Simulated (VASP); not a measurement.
## Si2W: single point with LDA+U

Crystal: Si2W.

```xyz
9
Lattice="4.6169 0.0000 0.0000 -2.3084 3.9983 0.0000 0.0000 0.0000 6.6532" Properties=species:S:1:pos:R:3 pbc="T T T"
W     2.3084    0.0000    3.3266
W     1.1542    1.9992    5.5444
W    -1.1542    1.9992    1.1089
Si    1.1332    0.6542    1.1089
Si    3.4837    0.6542    5.5444
Si    0.0000    1.3085    3.3266
Si    1.1753    3.3441    1.1089
Si   -1.1753    3.3441    5.5444
Si    2.3084    2.6899    3.3266
```

| Quantity | Value |
| --- | --- |
| Program | VASP 6.6.1 |
| Task | single point |
| Functional | LDA |
| Potentials or basis | VASP PAW LDA potentials, release 64 (W_sv, Si) |
| Cutoff | 520 eV |
| k mesh | 5 × 5 × 3 |
| Occupations | fermi-dirac, width 0.05 eV |
| Spin | no spin polarisation |
| Hubbard terms | W d U = 8.0 eV |

| Quantity | Value |
| --- | --- |
| Pressure | -1.1 GPa |
| Largest force | 0.105 eV/Å |
| Band gap on the k mesh | 0.63 eV, indirect (least direct gap 1.27 eV) |

Forces in eV/Å, atoms in the order of the input:
```
W    0.000  0.000  0.000
W    0.000  0.000  0.000
W    0.000  0.000  0.000
Si  -0.091 -0.053  0.000
Si   0.091 -0.053  0.000
Si   0.000 -0.105  0.000
Si   0.091  0.053  0.000
Si  -0.091  0.053  0.000
Si   0.000  0.105  0.000
```

Stress tensor (GPa, compression positive):
```
-0.60  0.00  0.00
 0.00 -0.60  0.00
 0.00  0.00 -1.98
```

Levels at points of the mesh, in eV from the valence-band top:
| k point | band 29 | band 30 | band 31 | band 32 | band 33 | band 34 | band 35 | band 36 | band 37 | band 38 |
| --- | --- | --- | --- | --- | --- | --- | --- | --- | --- | --- |
| (0.00, 0.00, 0.00) | -2.61 | -2.61 | -2.49 | -2.26 | -0.74 | 2.54 | 2.54 | 2.71 | 2.88 | 3.16 |

Eigenvalues of the final occupation matrices:
| site | spin | trace | eigenvalues |
| --- | --- | --- | --- |
| site 1 d | 1 | 1.75 | 0.24 0.30 0.37 0.38 0.46 |
| site 1 d | 2 | 1.75 | 0.24 0.30 0.37 0.38 0.46 |
| site 2 d | 1 | 1.75 | 0.24 0.30 0.37 0.38 0.46 |
| site 2 d | 2 | 1.75 | 0.24 0.30 0.37 0.38 0.46 |
| site 3 d | 1 | 1.75 | 0.24 0.30 0.37 0.38 0.46 |
| site 3 d | 2 | 1.75 | 0.24 0.30 0.37 0.38 0.46 |

Wall time 98 s on 1 thread of Intel(R) Xeon(R) Platinum 8259CL CPU @ 2.50GHz (Skylake/Cascade Lake) (shared host), peak memory 0.21 GiB.

Caveat: spin-orbit coupling is left out, which moves the levels of the heavy elements; the U is typed as a test and isn't derived for this compound. A k mesh can miss the band edges.
